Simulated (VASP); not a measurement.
# ZnS in VASP: a series of runs

ZnS is run at these levels: r2SCAN, PBE; tasks: single point.

Everything below comes from runs of VASP 6.6.1. Logs are shortened: lines on timing, memory, paths and dates and some standing lists are left out, and cuts for length are marked.

### 1 The cell of the first run

Symmetry: F-43m, No. 216, cubic system. The conventional cell has a = 5.604 Å, b = 5.604 Å, c = 5.604 Å, α = 90.00°, β = 90.00°, γ = 90.00°. Zn (site symmetry -43m) has 4 S at 2.43 Å within 3.2 Å. S (site symmetry -43m) has 4 Zn at 2.43 Å within 3.2 Å.

### 2 Single point, r2SCAN (strain +4.0%)

POSCAR

```
ZnS
1.0
    0.0000000000      2.8018492667      2.8018492667
    2.8018492667      0.0000000000      2.8018492667
    2.8018492667      2.8018492667      0.0000000000
Zn S
1 1
Direct
    0.0000000000      0.0000000000      0.0000000000
    0.2500000000      0.2500000000      0.2500000000
```

INCAR.step1

```
PREC = Accurate ; ENCUT = 520
ISMEAR = 0 ; SIGMA = 0.01
LREAL = False ; LASPH = True
NELM = 100 ; NBANDS = 16
GGA = PE ; ALGO = Normal
EDIFF = 1E-4 ; LWAVE = True
LCHARG = False
```

INCAR.step2

```
PREC = Accurate ; ENCUT = 520
EDIFF = 1E-6 ; ISMEAR = 0
SIGMA = 0.01 ; LREAL = False
LASPH = True ; NELM = 100
ALGO = Normal ; ISIF = 2
LWAVE = False ; LCHARG = True
METAGGA = R2SCAN ; LMIXTAU = True
LELF = True ; LVHAR = True
NBANDS = 16 ; ISTART = 1
```

KPOINTS

```
regular mesh
0
Gamma
  8 8 8
```

Potentials or basis: VASP PAW PBE potentials, release 64 (Zn, S).

Command:

```bash
$ cat potpaw_PBE.64/Zn/POTCAR potpaw_PBE.64/S/POTCAR > POTCAR
$ cp INCAR.step1 INCAR
$ mpirun -np 1 vasp_std > vasp.out
$ cp INCAR.step2 INCAR
$ mpirun -np 1 vasp_std > vasp.out
```

OUTCAR:

```text
PREC = Accurate
   ENCUT = 520
   EDIFF = 1E-6
   ISMEAR = 0
   LREAL = False
   LASPH = True
   NELM = 100
   ISIF = 2
   METAGGA = R2SCAN
   ISTART = 1

 ion  position               nearest neighbor table
   1  0.000  0.000  0.000-   2 2.43   2 2.43   2 2.43   2 2.43
   2  0.250  0.250  0.250-   1 2.43   1 2.43   1 2.43   1 2.43

  LATTYP: Found a face centered cubic cell.
 ALAT       =     5.6036985334

  Lattice vectors:

 A1 = (   0.0000000000,   2.8018492667,   2.8018492667)
 A2 = (   2.8018492667,   0.0000000000,   2.8018492667)
 A3 = (   2.8018492667,   2.8018492667,   0.0000000000)

Analysis of symmetry for initial positions (statically):
=====================================================================
 Subroutine PRICEL returns:
 Original cell was already a primitive cell.

 Routine SETGRP: Setting up the symmetry group for a
 face centered cubic supercell.

 Subroutine GETGRP returns: Found 24 space group operations
 (whereof 24 operations were pure point group operations)
 out of a pool of 48 trial point group operations.

The static configuration has the point symmetry T_d .

Analysis of symmetry for dynamics (positions and initial velocities):
=====================================================================
 Subroutine PRICEL returns:
 Original cell was already a primitive cell.

 Routine SETGRP: Setting up the symmetry group for a
 face centered cubic supercell.

 Subroutine GETGRP returns: Found 24 space group operations
 (whereof 24 operations were pure point group operations)
 out of a pool of 48 trial point group operations.

The dynamic configuration has the point symmetry T_d .

 Subroutine INISYM returns: Found 24 space group operations
 (whereof 24 operations are pure point group operations),
 and found     1 'primitive' translations

----------------------------------------------------------------------------------------

                                     Primitive cell

  volume of cell :      43.9910

  direct lattice vectors                    reciprocal lattice vectors
     0.000000000  2.801849267  2.801849267    -0.178453568  0.178453568  0.178453568
     2.801849267  0.000000000  2.801849267     0.178453568 -0.178453568  0.178453568
     2.801849267  2.801849267  0.000000000     0.178453568  0.178453568 -0.178453568

  length of vectors
     3.962413233  3.962413233  3.962413233     0.309090647  0.309090647  0.309090647

  position of ions in fractional coordinates (direct lattice)
     0.000000000  0.000000000  0.000000000
     0.250000000  0.250000000  0.250000000

  ion indices of the primitive-cell ions
   primitive index   ion index
                 1           1
                 2           2

----------------------------------------------------------------------------------------

 KPOINTS: regular mesh

Automatic generation of k-mesh.
 Grid dimensions read from file:
 generate k-points for:    8    8    8

 Generating k-lattice:

  Cartesian coordinates                     Fractional coordinates (reciprocal lattice)
    -0.022306696  0.022306696  0.022306696     0.125000000  0.000000000  0.000000000
     0.022306696 -0.022306696  0.022306696     0.000000000  0.125000000  0.000000000
     0.022306696  0.022306696 -0.022306696     0.000000000  0.000000000  0.125000000

  Length of vectors
     0.038636331  0.038636331  0.038636331

  Shift w.r.t. Gamma in fractional coordinates (k-lattice)
     0.000000000  0.000000000  0.000000000

 Subroutine IBZKPT returns following result:
 ===========================================

 Found     29 irreducible k-points:

 Following reciprocal coordinates:
            Coordinates               Weight
  0.000000  0.000000  0.000000      1.000000
  0.125000  0.000000  0.000000      8.000000
  0.250000  0.000000  0.000000      8.000000
  0.375000  0.000000  0.000000      8.000000
  0.500000  0.000000  0.000000      4.000000
  0.125000  0.125000  0.000000      6.000000
[... 16 lines left out ...]
  0.500000  0.250000  0.125000     48.000000
 -0.375000  0.250000  0.125000     24.000000
 [... further k-points ...]
   k-points           NKPTS =     29   k-points in BZ     NKDIM =     29   number of bands    NBANDS=     16
   number of dos      NEDOS =    301   number of ions     NIONS =      2
   total plane-waves  NPLWV =  27000
   dimension x,y,z NGX =    30 NGY =   30 NGZ =   30
   dimension x,y,z NGXF=    60 NGYF=   60 NGZF=   60
   ions per type =               1   1
   NGX,Y,Z   is equivalent  to a cutoff of  12.59, 12.59, 12.59 a.u.
   NGXF,Y,Z  is equivalent  to a cutoff of  25.17, 25.17, 25.17 a.u.
 SYSTEM =  unknown system
   PREC   = accura    normal or accurate (medium, high low for compatibility)
   ISTART =      1    job   : 0-new  1-cont  2-samecut
   ICHARG =      0    charge: 1-file 2-atom 10-const
   ISPIN  =      1    spin polarized calculation?
   LNONCOLLINEAR =      F non collinear calculations
   LSORBIT =      F    spin-orbit coupling
   LASPH  =      T    aspherical Exc in radial PAW
   ENCUT  =  520.0 eV  38.22 Ry    6.18 a.u.   7.37  7.37  7.37*2*pi/ulx,y,z
   NELM   =    100;   NELMIN=  2; NELMDL=  0     # of ELM steps
   EDIFF  = 0.1E-05   stopping-criterion for ELM
   LREAL  =      F    real-space projection
   EDIFFG = 0.1E-04   stopping-criterion for IOM
   NSW    =      0    number of steps for IOM
   IBRION =     -1    ionic relax: 0-MD 1-quasi-New 2-CG
   NFREE  =      0    steps in history (QN), initial steepest desc. (CG)
   ISIF   =      2    stress and relaxation
   ISYM   =      2    0-nonsym 1-usesym 2-fastsym
   POTIM  = 0.5000    time-step for ionic-motion
   TEBEG  =    0.0;   TEEND  =   0.0 temperature during run
   PSTRESS=    0.0 pullay stress
   NELECT =      18.0000    total number of electrons
   NUPDOWN=      -1.0000    fix difference up-down
   EMIN   =  10.00;   EMAX   =-10.00  energy-range for DOS
   EFERMI =   0.00;   METHOD = LEGACY
   ISMEAR =     0;   SIGMA  =   0.01  broadening in eV -4-tet -1-fermi 0-gaus
   EFERMI_NEDOS =   21; number of points for ismear=-14 and -15
   IALGO  =     38    algorithm
   IMIX   =      4    mixing-type and parameters
     AMIX     =   0.40;   BMIX     =  1.00
     AMIX_MAG =   1.60;   BMIX_MAG =  1.00
  volume/ion in A,a.u.               =      22.00       148.43
  Fermi-wavevector in a.u.,A,eV,Ry     =   1.215377  2.296729 20.097716  1.477140
  Thomas-Fermi vector in A             =   2.350766
   LORBIT       =      0    0 simple, 1 ext, 2 COOP (PROOUT), +10 PAW based schemes
   METAGGA = R2SCAN    functional components
   LHFCALC =     F    Hartree Fock is set to
   AEXX    =    0.0000 exact exchange contribution
   IVDW    =     0    specifies the selected vdW correction
   LEPSILON=     F    determine dielectric tensor
   LRPA    =     F    only Hartree local field effects (RPA)
 non-spin polarized calculation
 Gauss-broadening in eV      SIGMA  =   0.01
  energy-cutoff  :      520.00
  volume of cell :       43.99
 maximum number of plane-waves:      1243
 NGX is ok and might be reduce to    30
   NGX = 15   NGY = 15   NGZ = 15

 number of electron      17.9999989 magnetization

 Free energy of the ion-electron system (eV)
  ---------------------------------------------------
  ext. energy  EPLUGINS =         0.00000000
  ---------------------------------------------------
  free energy    TOTEN  =       -18.74621193 eV

  energy without entropy =      -18.74621193  energy(sigma->0) =      -18.74621193

 E-fermi :   0.9401     XC(G=0):  -9.7451

 val. band max:        0.8745610296   @ k =   0.0000   0.0000   0.0000
 cond. band min:       3.0558642468   @ k =   0.0000   0.0000   0.0000
 fundamental gap:      2.1813032172
 Fermi energy:         0.9400922393

 k-point     1 :       0.0000    0.0000    0.0000
  band No.  band energies     occupation
      1     -12.0782      2.00000
      2      -5.2607      2.00000
      3      -5.2607      2.00000
      4      -5.2607      2.00000
      5      -4.8451      2.00000
      6      -4.8451      2.00000
[... 8 lines left out ...]
     15      13.0408      0.00000
     16      13.0408      0.00000

 k-point     2 :       0.1250    0.0000    0.0000
  band No.  band energies     occupation
      1     -11.9804      2.00000
      2      -5.2490      2.00000
      3      -5.2434      2.00000
      4      -5.2434      2.00000
      5      -4.8461      2.00000
      6      -4.8461      2.00000
[... 8 lines left out ...]
     15      12.4675      0.00000
     16      13.5609      0.00000

 k-point     3 :       0.2500    0.0000    0.0000
  band No.  band energies     occupation
      1     -11.7282      2.00000
      2      -5.2050      2.00000
      3      -5.2049      2.00000
      4      -5.1788      2.00000
      5      -4.8437      2.00000
      6      -4.8436      2.00000
[... 8 lines left out ...]
     15      12.2702      0.00000
     16      13.2759      0.00000

 k-point     4 :       0.3750    0.0000    0.0000
  band No.  band energies     occupation
      1     -11.4483      2.00000
      2      -5.1731      2.00000
      3      -5.1731      2.00000
      4      -4.9628      2.00000
      5      -4.8320      2.00000
      6      -4.8320      2.00000
[... 8 lines left out ...]
     15      13.3275      0.00000
     16      13.3275      0.00000
[... 324 lines left out ...]
 k-point    22 :       0.3750    0.2500    0.1250
  band No.  band energies     occupation
      1     -11.5325      2.00000
      2      -5.1994      2.00000
      3      -5.1470      2.00000
      4      -5.1127      2.00000
      5      -4.8596      2.00000
      6      -4.8167      2.00000
[... 8 lines left out ...]
     15      13.9930      0.00000
     16      15.9252      0.00000

 k-point    23 :       0.5000    0.2500    0.1250
  band No.  band energies     occupation
      1     -11.3004      2.00000
      2      -5.1485      2.00000
      3      -5.1189      2.00000
      4      -4.9623      2.00000
      5      -4.8293      2.00000
      6      -4.7793      2.00000
[... 8 lines left out ...]
     15      14.7893      0.00000
     16      15.4686      0.00000

 k-point    24 :      -0.3750    0.2500    0.1250
  band No.  band energies     occupation
      1     -11.1982      2.00000
      2      -5.1394      2.00000
      3      -5.1039      2.00000
      4      -4.8773      2.00000
      5      -4.8347      2.00000
      6      -4.6348      2.00000
[... 8 lines left out ...]
     15      14.5842      0.00000
     16      15.3535      0.00000

 [... further k-points ...]
[... 5 lines left out ...]
  --------------------------------------------------------------------------------------
  -------------------------------------------------------------------------------------
  Total       -1.9573432     -1.9573432     -1.9573432      0.0000000      0.0000000      0.0000000
  in kB      -71.2874792    -71.2874792    -71.2874792      0.0000000      0.0000000      0.0000000
  external PRESSURE =     -71.2874792 kB  Pullay stress =       0.0000000 kB

 VOLUME and BASIS-vectors are now :
 -----------------------------------------------------------------------------
  energy-cutoff  :      520.00
  volume of cell :       43.99
      direct lattice vectors                 reciprocal lattice vectors
     0.000000000  2.801849267  2.801849267    -0.178453568  0.178453568  0.178453568
     2.801849267  0.000000000  2.801849267     0.178453568 -0.178453568  0.178453568
     2.801849267  2.801849267  0.000000000     0.178453568  0.178453568 -0.178453568

 POSITION                                       TOTAL-FORCE (eV/Angst)
 -----------------------------------------------------------------------------------
      0.00000      0.00000      0.00000        -0.000000     -0.000000     -0.000000
      1.40092      1.40092      1.40092         0.000000      0.000000      0.000000
 -----------------------------------------------------------------------------------
    total drift:                                0.000016      0.000016      0.000016

  FREE ENERGIE OF THE ION-ELECTRON SYSTEM (eV)
  ---------------------------------------------------
  free  energy   TOTEN  =       -18.7462119272 eV

  energy  without entropy=      -18.7462119272  energy(sigma->0) =      -18.74621193
```

Run time: 41 s. Hardware: 1 thread of Intel Xeon 6975P-C (Granite Rapids), shared host; peak memory 0.17 GiB.

Results:

```yaml
Free_energy: -18.7462 eV
Pressure: -7.1 GPa
Band_gap_on_the_k_mesh: 2.18 eV, direct
```

Levels at points of the mesh, in eV from the valence-band top:
| k point | band 7 | band 8 | band 9 | band 10 | band 11 | band 12 |
| --- | --- | --- | --- | --- | --- | --- |
| (0.00, 0.00, 0.00) | 0.00 | 0.00 | 0.00 | 2.18 | 6.95 | 6.95 |
| (0.50, 0.00, 0.00) | -4.69 | -0.74 | -0.74 | 3.58 | 7.43 | 7.43 |
| (0.50, 0.50, 0.00) | -4.18 | -1.90 | -1.90 | 3.94 | 4.45 | 10.96 |

Caveat: the cell differs from its parent crystal (strain +4.0%); the PAW data sets were made with another functional, which shifts forces and pressure a little.

(Continued in part 2 of 2.)
